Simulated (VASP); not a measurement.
# ZnS (P6_3mc) in VASP: further runs

ZnS is run at these levels: r2SCAN; tasks: single point.

Everything below comes from runs of VASP 6.6.1. Logs are shortened: lines on timing, memory, paths and dates and some standing lists are left out, and cuts for length are marked.

### 1 The cell of the first run

It takes space group P6_3mc (No. 186, hexagonal). The conventional cell has a = 3.806 Å, b = 3.806 Å, c = 6.247 Å, α = 90.00°, β = 90.00°, γ = 120.00°. Within 3.1 Å of Zn (site symmetry 3m) lie 4 S at 2.33 to 2.34 Å. S (site symmetry 3m) has 4 Zn at 2.33 to 2.34 Å within 3.1 Å.

### 2 Single point, r2SCAN

Contents of POSCAR:

```
ZnS
1.0
    3.8062158159      0.0000000000      0.0000000000
   -1.9031079079      3.2962795888      0.0000000000
    0.0000000000      0.0000000000      6.2465611904
Zn S
2 2
Direct
    0.3333333333      0.6666666667      0.0053957873
    0.6666666667      0.3333333333      0.5053957873
    0.3333333333      0.6666666667      0.3796042127
    0.6666666667      0.3333333333      0.8796042127
```

Contents of INCAR.step1:

```
SYSTEM = ZnS
ALGO     = Normal         ! electronic algorithm
EDIFF    = 1E-4           ! SCF threshold, eV
ENCUT    = 520            ! plane-wave cutoff, eV
GGA      = PE             ! functional
ISMEAR   = 0              ! smearing method
LASPH    = .TRUE.         ! aspherical terms in the spheres
LCHARG   = .FALSE.        ! write CHGCAR
LREAL    = .FALSE.        ! projectors in reciprocal space
LWAVE    = .TRUE.         ! write WAVECAR
NBANDS   = 26             ! bands
NELM     = 60             ! most SCF steps
PREC     = Accurate       ! precision mode
SIGMA    = 0.01           ! smearing width, eV
```

Contents of INCAR.step2:

```
SYSTEM = ZnS
ALGO     = Normal         ! electronic algorithm
EDIFF    = 1E-6           ! SCF threshold, eV
ENCUT    = 520            ! plane-wave cutoff, eV
ISIF     = 2              ! what is computed and relaxed
ISMEAR   = 0              ! smearing method
ISTART   = 1            
LASPH    = .TRUE.         ! aspherical terms in the spheres
LCHARG   = .FALSE.        ! write CHGCAR
LMIXTAU  = .TRUE.       
LREAL    = .FALSE.        ! projectors in reciprocal space
LWAVE    = .FALSE.        ! write WAVECAR
METAGGA  = R2SCAN         ! meta-GGA
NBANDS   = 26             ! bands
NELM     = 60             ! most SCF steps
PREC     = Accurate       ! precision mode
SIGMA    = 0.01           ! smearing width, eV
```

Contents of KPOINTS:

```
k-points
0
G
  6 6 4
  0 0 0
```

Potentials or basis: VASP PAW PBE potentials, release 64 (Zn, S).

Command:

```sh
$ cat potpaw_PBE.64/Zn/POTCAR potpaw_PBE.64/S/POTCAR > POTCAR
$ cp INCAR.step1 INCAR
$ mpirun -np 1 vasp_std > vasp.out
$ cp INCAR.step2 INCAR
$ mpirun -np 1 vasp_std > vasp.out
```

OUTCAR:

```text
SYSTEM = ZnS
   EDIFF = 1E-6
   ENCUT = 520
   ISIF = 2
   ISMEAR = 0
   ISTART = 1
   LASPH = .TRUE.
   LREAL = .FALSE.
   METAGGA = R2SCAN
   NELM = 60
   PREC = Accurate

 ion  position               nearest neighbor table
   1  0.333  0.667  0.005-   4 2.33   4 2.33   4 2.33   3 2.34
   2  0.667  0.333  0.505-   3 2.33   3 2.33   3 2.33   4 2.34
   3  0.333  0.667  0.380-   2 2.33   2 2.33   2 2.33   1 2.34
   4  0.667  0.333  0.880-   1 2.33   1 2.33   1 2.33   2 2.34

  LATTYP: Found a hexagonal cell.
 ALAT       =     3.8062158159
 C/A-ratio  =     1.6411474001

  Lattice vectors:

 A1 = (   3.8062158159,   0.0000000000,   0.0000000000)
 A2 = (  -1.9031079079,   3.2962795888,   0.0000000000)
 A3 = (   0.0000000000,   0.0000000000,   6.2465611904)

Analysis of symmetry for initial positions (statically):
=====================================================================
 Subroutine PRICEL returns:
 Original cell was already a primitive cell.

 Routine SETGRP: Setting up the symmetry group for a
 hexagonal supercell.

 Subroutine GETGRP returns: Found 12 space group operations
 (whereof  6 operations were pure point group operations)
 out of a pool of 24 trial point group operations.

The static configuration has the point symmetry C_3v.
 The point group associated with its full space group is C_6v.

Analysis of symmetry for dynamics (positions and initial velocities):
=====================================================================
 Subroutine PRICEL returns:
 Original cell was already a primitive cell.

 Routine SETGRP: Setting up the symmetry group for a
 hexagonal supercell.

 Subroutine GETGRP returns: Found 12 space group operations
 (whereof  6 operations were pure point group operations)
 out of a pool of 24 trial point group operations.

The dynamic configuration has the point symmetry C_3v.
 The point group associated with its full space group is C_6v.

 Subroutine INISYM returns: Found 12 space group operations
 (whereof  6 operations are pure point group operations),
 and found     1 'primitive' translations

----------------------------------------------------------------------------------------

                                     Primitive cell

  volume of cell :      78.3716

  direct lattice vectors                    reciprocal lattice vectors
     3.806215816  0.000000000  0.000000000     0.262728140  0.151686162  0.000000000
    -1.903107908  3.296279589  0.000000000     0.000000000  0.303372324  0.000000000
     0.000000000  0.000000000  6.246561190     0.000000000  0.000000000  0.160088082

  length of vectors
     3.806215816  3.806215816  6.246561190     0.303372324  0.303372324  0.160088082

  position of ions in fractional coordinates (direct lattice)
     0.333333333  0.666666667  0.005395787
     0.666666667  0.333333333  0.505395787
     0.333333333  0.666666667  0.379604213
     0.666666667  0.333333333  0.879604213

  ion indices of the primitive-cell ions
   primitive index   ion index
                 1           1
                 2           2
                 3           3
                 4           4

----------------------------------------------------------------------------------------

 KPOINTS: k-points

Automatic generation of k-mesh.
 Grid dimensions read from file:
 generate k-points for:    6    6    4

 Generating k-lattice:

  Cartesian coordinates                     Fractional coordinates (reciprocal lattice)
     0.043788023  0.025281027  0.000000000     0.166666667  0.000000000  0.000000000
     0.000000000  0.050562054  0.000000000     0.000000000  0.166666667  0.000000000
     0.000000000  0.000000000  0.040022020     0.000000000  0.000000000  0.250000000

  Length of vectors
     0.050562054  0.050562054  0.040022020

  Shift w.r.t. Gamma in fractional coordinates (k-lattice)
     0.000000000  0.000000000  0.000000000

 Subroutine IBZKPT returns following result:
 ===========================================

 Found     21 irreducible k-points:

 Following reciprocal coordinates:
            Coordinates               Weight
  0.000000  0.000000  0.000000      1.000000
  0.166667  0.000000  0.000000      6.000000
  0.333333  0.000000  0.000000      6.000000
  0.500000  0.000000  0.000000      3.000000
  0.166667  0.166667  0.000000      6.000000
  0.333333  0.166667  0.000000     12.000000
[... 13 lines left out ...]
  0.333333  0.166667  0.500000     12.000000
  0.333333  0.333333  0.500000      2.000000
   k-points           NKPTS =     21   k-points in BZ     NKDIM =     21   number of bands    NBANDS=     26
   number of dos      NEDOS =    301   number of ions     NIONS =      4
   total plane-waves  NPLWV =  37632
   dimension x,y,z NGX =    28 NGY =   28 NGZ =   48
   dimension x,y,z NGXF=    56 NGYF=   56 NGZF=   96
   ions per type =               2   2
   NGX,Y,Z   is equivalent  to a cutoff of  12.23, 12.23, 12.77 a.u.
   NGXF,Y,Z  is equivalent  to a cutoff of  24.46, 24.46, 25.55 a.u.
 SYSTEM =  ZnS
   PREC   = accura    normal or accurate (medium, high low for compatibility)
   ISTART =      1    job   : 0-new  1-cont  2-samecut
   ICHARG =      0    charge: 1-file 2-atom 10-const
   ISPIN  =      1    spin polarized calculation?
   LNONCOLLINEAR =      F non collinear calculations
   LSORBIT =      F    spin-orbit coupling
   LASPH  =      T    aspherical Exc in radial PAW
   ENCUT  =  520.0 eV  38.22 Ry    6.18 a.u.   7.08  7.08 11.61*2*pi/ulx,y,z
   NELM   =     60;   NELMIN=  2; NELMDL=  0     # of ELM steps
   EDIFF  = 0.1E-05   stopping-criterion for ELM
   LREAL  =      F    real-space projection
   EDIFFG = 0.1E-04   stopping-criterion for IOM
   NSW    =      0    number of steps for IOM
   IBRION =     -1    ionic relax: 0-MD 1-quasi-New 2-CG
   NFREE  =      0    steps in history (QN), initial steepest desc. (CG)
   ISIF   =      2    stress and relaxation
   ISYM   =      2    0-nonsym 1-usesym 2-fastsym
   POTIM  = 0.5000    time-step for ionic-motion
   TEBEG  =    0.0;   TEEND  =   0.0 temperature during run
   PSTRESS=    0.0 pullay stress
   NELECT =      36.0000    total number of electrons
   NUPDOWN=      -1.0000    fix difference up-down
   EMIN   =  10.00;   EMAX   =-10.00  energy-range for DOS
   EFERMI =   0.00;   METHOD = LEGACY
   ISMEAR =     0;   SIGMA  =   0.01  broadening in eV -4-tet -1-fermi 0-gaus
   EFERMI_NEDOS =   21; number of points for ismear=-14 and -15
   IALGO  =     38    algorithm
   IMIX   =      4    mixing-type and parameters
     AMIX     =   0.40;   BMIX     =  1.00
     AMIX_MAG =   1.60;   BMIX_MAG =  1.00
  volume/ion in A,a.u.               =      19.59       132.22
  Fermi-wavevector in a.u.,A,eV,Ry     =   1.263154  2.387014 21.708873  1.595557
  Thomas-Fermi vector in A             =   2.396525
   LORBIT       =      0    0 simple, 1 ext, 2 COOP (PROOUT), +10 PAW based schemes
   METAGGA = R2SCAN    functional components
   LHFCALC =     F    Hartree Fock is set to
   AEXX    =    0.0000 exact exchange contribution
   IVDW    =     0    specifies the selected vdW correction
   LEPSILON=     F    determine dielectric tensor
   LRPA    =     F    only Hartree local field effects (RPA)
 non-spin polarized calculation
 Gauss-broadening in eV      SIGMA  =   0.01
  energy-cutoff  :      520.00
  volume of cell :       78.37
 maximum number of plane-waves:      2130
   NGX = 15   NGY = 15   NGZ = 23

 number of electron      35.9999993 magnetization

 Free energy of the ion-electron system (eV)
  ---------------------------------------------------
  ext. energy  EPLUGINS =         0.00000000
  ---------------------------------------------------
  free energy    TOTEN  =       -37.72121421 eV

  energy without entropy =      -37.72121421  energy(sigma->0) =      -37.72121421

 E-fermi :   2.0287     XC(G=0): -10.3113

 val. band max:        1.9167721863   @ k =   0.0000   0.0000   0.0000
 cond. band min:       4.7019352360   @ k =   0.0000   0.0000   0.0000
 fundamental gap:      2.7851630497
 Fermi energy:         2.0287391782

 k-point     1 :       0.0000    0.0000    0.0000
  band No.  band energies     occupation
      1     -11.8345      2.00000
      2     -10.8746      2.00000
      3      -4.6185      2.00000
      4      -4.6035      2.00000
      5      -4.6035      2.00000
      6      -4.5123      2.00000
[... 18 lines left out ...]
     25      10.1550      0.00000
     26      11.7778      0.00000

 k-point     2 :       0.1667    0.0000    0.0000
  band No.  band energies     occupation
      1     -11.6462      2.00000
      2     -10.7725      2.00000
      3      -4.6144      2.00000
      4      -4.5789      2.00000
      5      -4.5671      2.00000
      6      -4.4857      2.00000
[... 18 lines left out ...]
     25      10.6627      0.00000
     26      11.0027      0.00000

 k-point     3 :       0.3333    0.0000    0.0000
  band No.  band energies     occupation
      1     -11.1952      2.00000
      2     -10.5902      2.00000
      3      -4.5973      2.00000
      4      -4.5096      2.00000
      5      -4.5089      2.00000
      6      -4.3536      2.00000
[... 18 lines left out ...]
     25      11.1264      0.00000
     26      12.3341      0.00000

 k-point     4 :       0.5000    0.0000    0.0000
  band No.  band energies     occupation
      1     -10.8844      2.00000
      2     -10.5523      2.00000
      3      -4.5819      2.00000
      4      -4.4892      2.00000
      5      -4.3475      2.00000
      6      -4.3284      2.00000
[... 18 lines left out ...]
     25      11.5320      0.00000
     26      14.1530      0.00000
[... 409 lines left out ...]
      1     -10.9905      2.00000
      2     -10.9905      2.00000
      3      -4.5772      2.00000
      4      -4.5772      2.00000
      5      -4.4695      2.00000
      6      -4.4695      2.00000
[... 18 lines left out ...]
     25      10.8567      0.00000
     26      10.8567      0.00000

 k-point    20 :       0.3333    0.1667    0.5000
  band No.  band energies     occupation
      1     -10.7141      2.00000
      2     -10.7141      2.00000
      3      -4.5337      2.00000
      4      -4.5337      2.00000
      5      -4.3996      2.00000
      6      -4.3996      2.00000
[... 18 lines left out ...]
     25      11.6306      0.00000
     26      11.6306      0.00000

 k-point    21 :       0.3333    0.3333    0.5000
  band No.  band energies     occupation
      1     -10.6193      2.00000
      2     -10.6193      2.00000
      3      -4.4594      2.00000
      4      -4.4594      2.00000
      5      -4.4273      2.00000
      6      -4.4273      2.00000
[... 18 lines left out ...]
     25      12.1609      0.00000
     26      12.1609      0.00000

------------------------ aborting loop because EDIFF is reached ----------------------------------------

  FORCE on cell =-STRESS in cart. coord.  units (eV):
  Direction    XX          YY          ZZ          XY          YZ          ZX
  --------------------------------------------------------------------------------------
  -------------------------------------------------------------------------------------
  Total        0.0386947      0.0386947      0.0028046      0.0000000      0.0000000      0.0000000
  in kB        0.7910500      0.7910500      0.0573363      0.0000000      0.0000000      0.0000000
  external PRESSURE =       0.5464788 kB  Pullay stress =       0.0000000 kB

 VOLUME and BASIS-vectors are now :
 -----------------------------------------------------------------------------
  energy-cutoff  :      520.00
  volume of cell :       78.37
      direct lattice vectors                 reciprocal lattice vectors
     3.806215816  0.000000000  0.000000000     0.262728140  0.151686162  0.000000000
    -1.903107908  3.296279589  0.000000000     0.000000000  0.303372324  0.000000000
     0.000000000  0.000000000  6.246561190     0.000000000  0.000000000  0.160088082

 POSITION                                       TOTAL-FORCE (eV/Angst)
 -----------------------------------------------------------------------------------
     -0.00000      2.19752      0.03371        -0.000000      0.000000      0.004050
      1.90311      1.09876      3.15699         0.000000     -0.000000      0.004050
     -0.00000      2.19752      2.37122         0.000000      0.000000     -0.004050
      1.90311      1.09876      5.49450        -0.000000      0.000000     -0.004050
 -----------------------------------------------------------------------------------
    total drift:                               -0.000000      0.000000      0.013876

  FREE ENERGIE OF THE ION-ELECTRON SYSTEM (eV)
  ---------------------------------------------------
  free  energy   TOTEN  =       -37.7212142142 eV

  energy  without entropy=      -37.7212142142  energy(sigma->0) =      -37.72121421
```

Run time: 1.7 min. Hardware: 1 thread of Intel Xeon Platinum 8488C (Sapphire Rapids), shared host; peak memory 0.21 GiB.

What came out:

```
Free energy            : -37.7212 eV
Pressure               : 0.1 GPa
Largest force          : 0.004 eV/Å
Band gap on the k mesh : 2.79 eV, direct
```

Forces in eV/Å, atoms in the order of the input:
```
Zn   0.000  0.000  0.004
Zn   0.000  0.000  0.004
S    0.000  0.000 -0.004
S    0.000  0.000 -0.004
```

Caveat: the PAW data sets were made with another functional, which shifts forces and pressure a little. r2SCAN opens gaps a little over a GGA but as a rule still falls short of measured ones.

### 3 Single point, r2SCAN

This run uses another cell than the first one, of 20.12 Å³/atom, 1.027 times its volume.

Contents of POSCAR:

```
ZnS
1.0
    3.8412742631      0.0000000000      0.0000000000
   -1.9206371316      3.3266410948      0.0000000000
    0.0000000000      0.0000000000      6.2967721294
Zn S
2 2
Direct
    0.3333333333      0.6666666667      0.0052485149
    0.6666666667      0.3333333333      0.5052485149
    0.3333333333      0.6666666667      0.3797514851
    0.6666666667      0.3333333333      0.8797514851
```

Contents of INCAR.step1:

```
PREC = Accurate ; ENCUT = 520
ISMEAR = 0 ; SIGMA = 0.01
LREAL = False ; LASPH = True
NELM = 100 ; NBANDS = 26
GGA = PE ; ALGO = Normal
EDIFF = 1E-4 ; LWAVE = True
LCHARG = False
```

Contents of INCAR.step2:

```
PREC = Accurate ; ENCUT = 520
EDIFF = 1E-6 ; ISMEAR = 0
SIGMA = 0.01 ; LREAL = False
LASPH = True ; NELM = 100
ALGO = Normal ; ISIF = 2
LWAVE = False ; LCHARG = True
METAGGA = R2SCAN ; LMIXTAU = True
LELF = True ; LVHAR = True
NBANDS = 26 ; ISTART = 1
```

Contents of KPOINTS:

```
Automatic mesh
0
Gamma
  6 6 4
```

Potentials or basis: VASP PAW PBE potentials, release 64 (Zn, S).

Command:

```sh
$ cat potpaw_PBE.64/Zn/POTCAR potpaw_PBE.64/S/POTCAR > POTCAR
$ cp INCAR.step1 INCAR
$ mpirun -np 1 vasp_std > vasp.out
$ cp INCAR.step2 INCAR
$ mpirun -np 1 vasp_std > vasp.out
```

Wall time 2.2 min (1 thread of Intel Xeon Platinum 8488C (Sapphire Rapids), shared host); peak memory 0.22 GiB.

It converged, with:

| Quantity | Value |
| --- | --- |
| Free energy | -37.7079 eV |
| Pressure | -1.9 GPa |
| Largest force | 0.013 eV/Å |
| Band gap on the k mesh | 2.66 eV, direct |

Forces on the atoms (eV/Å):
```
Zn   0.000  0.000  0.013
Zn   0.000  0.000  0.013
S    0.000  0.000 -0.013
S    0.000  0.000 -0.013
```

Levels at points of the mesh, in eV from the valence-band top:
```tsv
k point	band 16	band 17	band 18	band 19	band 20	band 21
(0.00, 0.00, 0.00)	-0.08	0.00	0.00	2.66	3.56	6.82
(0.50, 0.00, 0.00)	-2.21	-1.65	-0.87	4.06	4.71	5.48
(0.00, 0.00, 0.50)	-0.46	-0.46	-0.46	4.02	4.02	7.27
(0.50, 0.00, 0.50)	-1.61	-1.59	-1.59	3.96	3.96	5.67
```

Caveat: the PAW data sets were made with another functional, which shifts forces and pressure a little.
